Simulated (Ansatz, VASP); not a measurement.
## Ga2O3: VASP beside Ansatz

```
Ga O
1.0
     2.46734    1.42452    4.51378
    -2.46734    1.42452    4.51378
     0.00000   -2.84904    4.51378
Ga O
4 6
Direct
  0.85471 0.85471 0.85471
  0.35471 0.35471 0.35471
  0.14529 0.14529 0.14529
  0.64529 0.64529 0.64529
  0.44604 0.05396 0.75000
  0.05396 0.75000 0.44604
  0.55396 0.94604 0.25000
  0.25000 0.55396 0.94604
  0.94604 0.25000 0.55396
  0.75000 0.44604 0.05396
```

Change from the starting cell: epitaxial_xy strain -1.0%.

Alike in both runs: task single point; functional PBE; k mesh 6 × 6 × 6; occupations fermi-dirac, width 0.02 eV; no spin polarisation.

```csv
,VASP,Ansatz
version,VASP 6.6.1,Ansatz 0.2.0
potentials or method,"VASP PAW PBE potentials, release 64 (Ga_d, O)","plane waves, PAW"
plane-wave cutoff (eV),520,420
valence electrons in the cell,88,88
```

|  | VASP | Ansatz | Ansatz less VASP |
| --- | --- | --- | --- |
| gap on the k mesh at the Fermi level (eV) | 2.99 | 3.00 | +0.007 |
| pressure (GPa) | 14.0 | 12.9 | -1.09 |
| traceless stress, the component that is largest in VASP (GPa) | -3.95 | -3.90 | +0.054 |
| rms of the force components (eV/Å) | 0.027 | 0.021 | -0.0058 |

Atom by atom the forces differ by 0.008 eV/Å (rms over components). The functional is the same, so the differences come from potentials, cutoffs and numerics.
